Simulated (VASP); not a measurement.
# SrO in VASP: further runs

SrO is run at these levels: LDA; tasks: single point.

Program: VASP 6.6.1. These are calculated values, not measurements. Logs are shortened: lines on timing, memory, paths and dates and some standing lists are left out, and cuts for length are marked.

## 1. The cell of the first run

Symmetry: I4/mmm, No. 139, tetragonal system. The conventional cell has a = 3.725 Å, b = 3.725 Å, c = 5.397 Å, α = 90.00°, β = 90.00°, γ = 90.00°. Within 3.5 Å of Sr (site symmetry 4/mmm) lie 6 O at 2.63 to 2.70 Å. Within 3.5 Å of O (site symmetry 4/mmm) lie 6 Sr at 2.63 to 2.70 Å.

## 2. Single point, LDA (strain +0.025 along x and y, +0.050 along z)

Input file INCAR:

```
  ALGO = Normal
  EDIFF = 1E-7
  ENCUT = 520
  ISIF = 2
  ISMEAR = 0
  LASPH = T
  LCHARG = F
  LREAL = F
  LWAVE = F
  NBANDS = 15
  NELM = 100
  PREC = Accurate
  SIGMA = 0.05
```

Input file KPOINTS:

```
k-points
0
Gamma
  8 8 8
```

Input file POSCAR:

```
SrO
1.0
    0.0000000000      2.6340450000      2.6982900000
    2.6340450000      0.0000000000      2.6982900000
    2.6340450000      2.6340450000      0.0000000000
Sr O
1 1
Direct
    0.0000000000      0.0000000000      0.0000000000
    0.5000000000      0.5000000000      0.5000000000
```

Potentials or basis: VASP PAW LDA potentials, release 64 (Sr_sv, O).

Command:

```bash
$ cat potpaw_LDA.64/Sr_sv/POTCAR potpaw_LDA.64/O/POTCAR > POTCAR
$ mpirun -np 1 vasp_std > vasp.out
```

OUTCAR:

```text
EDIFF = 1E-7
   ENCUT = 520
   ISIF = 2
   ISMEAR = 0
   LASPH = T
   LREAL = F
   NELM = 100
   PREC = Accurate

 ion  position               nearest neighbor table
   1  0.000  0.000  0.000-   2 2.63   2 2.63   2 2.63   2 2.63   2 2.70   2 2.70
   2  0.500  0.500  0.500-   1 2.63   1 2.63   1 2.63   1 2.63   1 2.70   1 2.70

  LATTYP: Found a body centered tetragonal cell.
 ALAT       =     3.7251021629
 C/A-ratio  =     1.4487065761

  Lattice vectors:

 A1 = (  -2.6340450000,   0.0000000000,   2.6982900000)
 A2 = (   2.6340450000,   0.0000000000,   2.6982900000)
 A3 = (   0.0000000000,   2.6340450000,  -2.6982900000)

Analysis of symmetry for initial positions (statically):
=====================================================================
 Subroutine PRICEL returns:
 Original cell was already a primitive cell.

 Routine SETGRP: Setting up the symmetry group for a
 body centered tetragonal supercell.

 Subroutine GETGRP returns: Found 16 space group operations
 (whereof 16 operations were pure point group operations)
 out of a pool of 16 trial point group operations.

The static configuration has the point symmetry D_4h.

Analysis of symmetry for dynamics (positions and initial velocities):
=====================================================================
 Subroutine PRICEL returns:
 Original cell was already a primitive cell.

 Routine SETGRP: Setting up the symmetry group for a
 body centered tetragonal supercell.

 Subroutine GETGRP returns: Found 16 space group operations
 (whereof 16 operations were pure point group operations)
 out of a pool of 16 trial point group operations.

The dynamic configuration has the point symmetry D_4h.

 Subroutine INISYM returns: Found 16 space group operations
 (whereof 16 operations are pure point group operations),
 and found     1 'primitive' translations

----------------------------------------------------------------------------------------

                                     Primitive cell

  volume of cell :      37.4425

  direct lattice vectors                    reciprocal lattice vectors
     0.000000000  2.634045000  2.698290000    -0.189822118  0.189822118  0.185302543
     2.634045000  0.000000000  2.698290000     0.189822118 -0.189822118  0.185302543
     2.634045000  2.634045000  0.000000000     0.189822118  0.189822118 -0.185302543

  length of vectors
     3.770803891  3.770803891  3.725102163     0.326193049  0.326193049  0.326193049

  position of ions in fractional coordinates (direct lattice)
     0.000000000  0.000000000  0.000000000
     0.500000000  0.500000000  0.500000000

  ion indices of the primitive-cell ions
   primitive index   ion index
                 1           1
                 2           2

----------------------------------------------------------------------------------------

 KPOINTS: k-points

Automatic generation of k-mesh.
 Grid dimensions read from file:
 generate k-points for:    8    8    8

 Generating k-lattice:

  Cartesian coordinates                     Fractional coordinates (reciprocal lattice)
    -0.023727765  0.023727765  0.023162818     0.125000000 -0.000000000  0.000000000
     0.023727765 -0.023727765  0.023162818    -0.000000000  0.125000000  0.000000000
     0.023727765  0.023727765 -0.023162818     0.000000000  0.000000000  0.125000000

  Length of vectors
     0.040774131  0.040774131  0.040774131

  Shift w.r.t. Gamma in fractional coordinates (k-lattice)
     0.000000000  0.000000000  0.000000000

 Subroutine IBZKPT returns following result:
 ===========================================

 Found     59 irreducible k-points:

 Following reciprocal coordinates:
            Coordinates               Weight
  0.000000  0.000000  0.000000      1.000000
  0.125000  0.000000  0.000000      8.000000
  0.250000  0.000000  0.000000      8.000000
  0.375000 -0.000000  0.000000      8.000000
  0.500000  0.000000  0.000000      4.000000
  0.125000  0.125000  0.000000      2.000000
[... 16 lines left out ...]
  0.250000  0.000000  0.125000     16.000000
  0.375000 -0.000000  0.125000     16.000000
 [... further k-points ...]
   k-points           NKPTS =     59   k-points in BZ     NKDIM =     59   number of bands    NBANDS=     15
   number of dos      NEDOS =    301   number of ions     NIONS =      2
   total plane-waves  NPLWV =  21952
   dimension x,y,z NGX =    28 NGY =   28 NGZ =   28
   dimension x,y,z NGXF=    56 NGYF=   56 NGZF=   56
   ions per type =               1   1
   NGX,Y,Z   is equivalent  to a cutoff of  12.34, 12.34, 12.50 a.u.
   NGXF,Y,Z  is equivalent  to a cutoff of  24.69, 24.69, 24.99 a.u.
 SYSTEM =  unknown system
   PREC   = accura    normal or accurate (medium, high low for compatibility)
   ISTART =      0    job   : 0-new  1-cont  2-samecut
   ICHARG =      2    charge: 1-file 2-atom 10-const
   ISPIN  =      1    spin polarized calculation?
   LNONCOLLINEAR =      F non collinear calculations
   LSORBIT =      F    spin-orbit coupling
   LASPH  =      T    aspherical Exc in radial PAW
   ENCUT  =  520.0 eV  38.22 Ry    6.18 a.u.   7.01  7.01  6.93*2*pi/ulx,y,z
   NELM   =    100;   NELMIN=  2; NELMDL= -5     # of ELM steps
   EDIFF  = 0.1E-06   stopping-criterion for ELM
   LREAL  =      F    real-space projection
   EDIFFG = 0.1E-05   stopping-criterion for IOM
   NSW    =      0    number of steps for IOM
   IBRION =     -1    ionic relax: 0-MD 1-quasi-New 2-CG
   NFREE  =      0    steps in history (QN), initial steepest desc. (CG)
   ISIF   =      2    stress and relaxation
   ISYM   =      2    0-nonsym 1-usesym 2-fastsym
   POTIM  = 0.5000    time-step for ionic-motion
   TEBEG  =    0.0;   TEEND  =   0.0 temperature during run
   PSTRESS=    0.0 pullay stress
   NELECT =      16.0000    total number of electrons
   NUPDOWN=      -1.0000    fix difference up-down
   EMIN   =  10.00;   EMAX   =-10.00  energy-range for DOS
   EFERMI =   0.00;   METHOD = LEGACY
   ISMEAR =     0;   SIGMA  =   0.05  broadening in eV -4-tet -1-fermi 0-gaus
   EFERMI_NEDOS =   21; number of points for ismear=-14 and -15
   IALGO  =     38    algorithm
   IMIX   =      4    mixing-type and parameters
     AMIX     =   0.40;   BMIX     =  1.00
     AMIX_MAG =   1.60;   BMIX_MAG =  1.00
  volume/ion in A,a.u.               =      18.72       126.34
  Fermi-wavevector in a.u.,A,eV,Ry     =   1.233085  2.330194 20.687653  1.520500
  Thomas-Fermi vector in A             =   2.367830
   LORBIT       =      0    0 simple, 1 ext, 2 COOP (PROOUT), +10 PAW based schemes
   GGA     = CA    functional components
   LHFCALC =     F    Hartree Fock is set to
   AEXX    =    0.0000 exact exchange contribution
   IVDW    =     0    specifies the selected vdW correction
   LEPSILON=     F    determine dielectric tensor
   LRPA    =     F    only Hartree local field effects (RPA)
 non-spin polarized calculation
 Gauss-broadening in eV      SIGMA  =   0.05
  energy-cutoff  :      520.00
  volume of cell :       37.44
 maximum number of plane-waves:      1026
   NGX = 13   NGY = 13   NGZ = 13

 number of electron      16.0000006 magnetization

 Free energy of the ion-electron system (eV)
  ---------------------------------------------------
  ext. energy  EPLUGINS =         0.00000000
  ---------------------------------------------------
  free energy    TOTEN  =       -13.21579600 eV

  energy without entropy =      -13.21579600  energy(sigma->0) =      -13.21579600

 E-fermi :   1.1936     XC(G=0): -10.0796

 val. band max:        0.9213335356   @ k =   0.0000   0.0000   0.0000
 cond. band min:       4.0282982398   @ k =   0.5000   0.0000   0.5000
 fundamental gap:      3.1069647042
 Fermi energy:         1.1936217309

 k-point     1 :       0.0000    0.0000    0.0000
  band No.  band energies     occupation
      1     -31.5300      2.00000
      2     -13.7369      2.00000
      3     -13.3576      2.00000
      4     -13.3363      2.00000
      5     -13.3363      2.00000
      6       0.8608      2.00000
      7       0.9213      2.00000
      8       0.9213      2.00000
      9       4.0499      0.00000
     10       6.6790      0.00000
     11       6.8499      0.00000
     12       6.8499      0.00000
     13       8.6666      0.00000
     14       8.9499      0.00000
     15      12.9031      0.00000

 k-point     2 :       0.1250    0.0000    0.0000
  band No.  band energies     occupation
      1     -31.5164      2.00000
      2     -14.1999      2.00000
      3     -13.3646      2.00000
      4     -13.3442      2.00000
      5     -12.9127      2.00000
      6       0.4479      2.00000
      7       0.7171      2.00000
      8       0.7484      2.00000
      9       4.7293      0.00000
     10       6.6312      0.00000
     11       7.0293      0.00000
     12       7.1213      0.00000
     13       9.0153      0.00000
     14       9.3060      0.00000
     15      13.8225      0.00000

 k-point     3 :       0.2500    0.0000    0.0000
  band No.  band energies     occupation
      1     -31.4833      2.00000
      2     -14.7439      2.00000
      3     -13.3948      2.00000
      4     -13.3630      2.00000
      5     -12.4501      2.00000
      6      -0.3338      2.00000
      7       0.3548      2.00000
      8       0.3718      2.00000
      9       6.1394      0.00000
     10       6.5844      0.00000
     11       7.7906      0.00000
     12       7.8576      0.00000
     13       9.8999      0.00000
     14      10.1996      0.00000
     15      15.6013      0.00000
[... 343 lines left out ...]
 k-point    23 :       0.2500    0.0000    0.1250
  band No.  band energies     occupation
      1     -31.4847      2.00000
      2     -14.6170      2.00000
      3     -13.4351      2.00000
      4     -13.4081      2.00000
      5     -12.5353      2.00000
      6      -0.2881      2.00000
      7       0.5252      2.00000
      8       0.6299      2.00000
      9       5.7530      0.00000
     10       5.9002      0.00000
     11       7.9994      0.00000
     12       8.1478      0.00000
     13       9.4768      0.00000
     14      10.3495      0.00000
     15      15.6914      0.00000

 k-point    24 :       0.3750   -0.0000    0.1250
  band No.  band energies     occupation
      1     -31.4515      2.00000
      2     -14.9672      2.00000
      3     -13.4658      2.00000
      4     -13.4334      2.00000
      5     -12.3052      2.00000
      6      -0.6782      2.00000
      7       0.1300      2.00000
      8       0.2954      2.00000
      9       6.1691      0.00000
     10       7.0577      0.00000
     11       8.7900      0.00000
     12       8.9782      0.00000
     13      10.5931      0.00000
     14      11.1679      0.00000
     15      15.3406      0.00000

 [... further k-points ...]
[... 5 lines left out ...]
  --------------------------------------------------------------------------------------
  -------------------------------------------------------------------------------------
  Total       -2.2791266     -2.2791266     -2.6205616      0.0000000      0.0000000      0.0000000
  in kB      -97.5245665    -97.5245665   -112.1346826      0.0000000      0.0000000      0.0000000
  external PRESSURE =    -102.3946052 kB  Pullay stress =       0.0000000 kB

 VOLUME and BASIS-vectors are now :
 -----------------------------------------------------------------------------
  energy-cutoff  :      520.00
  volume of cell :       37.44
      direct lattice vectors                 reciprocal lattice vectors
     0.000000000  2.634045000  2.698290000    -0.189822118  0.189822118  0.185302543
     2.634045000  0.000000000  2.698290000     0.189822118 -0.189822118  0.185302543
     2.634045000  2.634045000  0.000000000     0.189822118  0.189822118 -0.185302543

 POSITION                                       TOTAL-FORCE (eV/Angst)
 -----------------------------------------------------------------------------------
      0.00000      0.00000      0.00000         0.000000     -0.000000      0.000000
      2.63404      2.63404      2.69829        -0.000000      0.000000      0.000000
 -----------------------------------------------------------------------------------
    total drift:                                0.000000      0.000000      0.000000

  FREE ENERGIE OF THE ION-ELECTRON SYSTEM (eV)
  ---------------------------------------------------
  free  energy   TOTEN  =       -13.2157959981 eV

  energy  without entropy=      -13.2157959981  energy(sigma->0) =      -13.21579600
```

It took 27 s on 1 thread of Intel Xeon Platinum 8488C (Sapphire Rapids), shared host; peak memory 0.16 GiB.

What came out:

```
Free energy            : -13.2158 eV
Pressure               : -10.2 GPa
Band gap on the k mesh : 3.11 eV, indirect (least direct gap 3.13 eV)
```

Stress tensor (GPa, compression positive):
```
 -9.75   0.00   0.00
  0.00  -9.75   0.00
  0.00   0.00 -11.21
```

Levels at points of the mesh, in eV from the valence-band top:
| k point | band 6 | band 7 | band 8 | band 9 | band 10 | band 11 |
| --- | --- | --- | --- | --- | --- | --- |
| (0.00, 0.00, 0.00) | -0.06 | 0.00 | 0.00 | 3.13 | 5.76 | 5.93 |
| (0.50, 0.00, 0.00) | -2.08 | -1.01 | -1.01 | 6.02 | 7.51 | 8.21 |
| (0.50, 0.50, 0.00) | -0.67 | -0.13 | -0.13 | 3.18 | 7.02 | 9.26 |
| (0.50, 0.00, 0.50) | -0.55 | -0.21 | -0.14 | 3.11 | 7.02 | 9.37 |

Caveat: the cell differs from its parent crystal (strain +0.025 along x and y, +0.050 along z).

## 3. Single point, LDA (strain +0.050 along x and y, +0.025 along z)

Input file INCAR:

```
SYSTEM = SrO
PREC = Accurate ; ENCUT = 520
EDIFF = 1E-7 ; ISMEAR = 0
SIGMA = 0.05 ; LREAL = .FALSE.
LASPH = .TRUE. ; NELM = 60
ALGO = Normal ; ISIF = 2
LWAVE = .FALSE. ; LCHARG = .FALSE.
NBANDS = 15
```

Input file KPOINTS:

```
Automatic mesh
0
G
  8 8 8
  0 0 0
```

Input file POSCAR:

```
SrO
1.0
    0.0000000000      2.6982900000      2.6340450000
    2.6982900000      0.0000000000      2.6340450000
    2.6982900000      2.6982900000      0.0000000000
Sr O
1 1
Direct
    0.0000000000      0.0000000000      0.0000000000
    0.5000000000      0.5000000000      0.5000000000
```

Potentials or basis: VASP PAW LDA potentials, release 64 (Sr_sv, O).

Command:

```bash
$ cat potpaw_LDA.64/Sr_sv/POTCAR potpaw_LDA.64/O/POTCAR > POTCAR
$ mpirun -np 1 vasp_std > vasp.out
```

Run time: 27 s. Hardware: 1 thread of Intel Xeon Platinum 8488C (Sapphire Rapids), shared host; peak memory 0.16 GiB.

The run converged. Its results:

```
Free energy            : -13.1542 eV
Pressure               : -11.4 GPa
Band gap on the k mesh : 2.96 eV, direct
```

Stress tensor (GPa, compression positive):
```
-11.89   0.00   0.00
  0.00 -11.89   0.00
  0.00   0.00 -10.54
```

Levels at points of the mesh, in eV from the valence-band top:
```tsv
k point	band 6	band 7	band 8	band 9	band 10	band 11
(0.00, 0.00, 0.00)	-0.06	-0.06	0.00	2.96	5.74	5.74
(0.50, 0.00, 0.00)	-2.06	-0.99	-0.99	5.89	7.31	8.06
(0.50, 0.50, 0.00)	-0.56	-0.22	-0.22	3.06	6.84	9.20
(0.50, 0.00, 0.50)	-0.68	-0.21	-0.14	3.15	6.82	9.08
```

Caveat: the cell differs from its parent crystal (strain +0.050 along x and y, +0.025 along z). A k mesh can miss the band edges.

## 4. Single point, LDA (strain -0.050 along x and y, -0.050 along z)

Input file INCAR:

```
SYSTEM = SrO
ALGO = Normal
EDIFF = 1E-6
ENCUT = 520
ISIF = 2
ISMEAR = 0
LASPH = .True.
LCHARG = .False.
LREAL = .False.
LWAVE = .False.
NBANDS = 15
NELM = 100
PREC = Accurate
SIGMA = 0.05
```

Input file KPOINTS:

```
k-points
0
Gamma
  8 8 8
  0 0 0
```

Input file POSCAR:

```
SrO
1.0
    0.0000000000      2.4413100000      2.4413100000
    2.4413100000      0.0000000000      2.4413100000
    2.4413100000      2.4413100000      0.0000000000
Sr O
1 1
Direct
    0.0000000000      0.0000000000      0.0000000000
    0.5000000000      0.5000000000      0.5000000000
```

Potentials or basis: VASP PAW LDA potentials, release 64 (Sr_sv, O).

Command:

```bash
$ cat potpaw_LDA.64/Sr_sv/POTCAR potpaw_LDA.64/O/POTCAR > POTCAR
$ mpirun -np 1 vasp_std > vasp.out
```

OUTCAR:

```text
SYSTEM = SrO
   EDIFF = 1E-6
   ENCUT = 520
   ISIF = 2
   ISMEAR = 0
   LASPH = .True.
   LREAL = .False.
   NELM = 100
   PREC = Accurate

 ion  position               nearest neighbor table
   1  0.000  0.000  0.000-   2 2.44   2 2.44   2 2.44   2 2.44   2 2.44   2 2.44
   2  0.500  0.500  0.500-   1 2.44   1 2.44   1 2.44   1 2.44   1 2.44   1 2.44

  LATTYP: Found a face centered cubic cell.
 ALAT       =     4.8826200000

  Lattice vectors:

 A1 = (   0.0000000000,   2.4413100000,   2.4413100000)
 A2 = (   2.4413100000,   0.0000000000,   2.4413100000)
[... 611 lines left out ...]
     12      12.8273      0.00000
     13      15.2902      0.00000
     14      16.6989      0.00000
     15      17.3029      0.00000

 [... further k-points ...]
[... 5 lines left out ...]
  --------------------------------------------------------------------------------------
  -------------------------------------------------------------------------------------
  Total        2.9227726      2.9227726      2.9227726      0.0000000      0.0000000      0.0000000
  in kB      160.9188135    160.9188135    160.9188135      0.0000000      0.0000000      0.0000000
  external PRESSURE =     160.9188135 kB  Pullay stress =       0.0000000 kB

 VOLUME and BASIS-vectors are now :
 -----------------------------------------------------------------------------
  energy-cutoff  :      520.00
  volume of cell :       29.10
      direct lattice vectors                 reciprocal lattice vectors
     0.000000000  2.441310000  2.441310000    -0.204808074  0.204808074  0.204808074
     2.441310000  0.000000000  2.441310000     0.204808074 -0.204808074  0.204808074
     2.441310000  2.441310000  0.000000000     0.204808074  0.204808074 -0.204808074

 POSITION                                       TOTAL-FORCE (eV/Angst)
 -----------------------------------------------------------------------------------
      0.00000      0.00000      0.00000         0.000000     -0.000000      0.000000
      2.44131      2.44131      2.44131        -0.000000      0.000000     -0.000000
 -----------------------------------------------------------------------------------
    total drift:                                0.000000      0.000000      0.000000

  FREE ENERGIE OF THE ION-ELECTRON SYSTEM (eV)
  ---------------------------------------------------
  free  energy   TOTEN  =       -13.2218361855 eV

  energy  without entropy=      -13.2218361855  energy(sigma->0) =      -13.22183619
```

Wall time 12 s (1 thread of Intel Xeon 8259CL, shared host); peak memory 0.15 GiB.

Results:

- Free energy: -13.2218 eV
- Pressure: 16.1 GPa
- Band gap on the k mesh: 2.86 eV, direct

Levels at points of the mesh, in eV from the valence-band top:
```tsv
k point	band 4	band 5	band 6	band 7	band 8	band 9	band 10	band 11	band 12	band 13
(0.00, 0.00, 0.00)	-13.20	-13.20	-0.06	-0.06	-0.06	4.94	6.33	6.33	6.33	8.94
(0.50, 0.00, 0.00)	-13.32	-11.78	-2.63	-1.58	-1.58	7.05	9.48	9.65	9.65	13.47
(0.50, 0.50, 0.00)	-13.82	-13.82	-0.12	0.00	0.00	2.86	8.97	11.17	11.55	12.39
```

Caveat: the cell differs from its parent crystal (strain -0.050 along x and y, -0.050 along z).

(Part 1 of 2 ends here.)
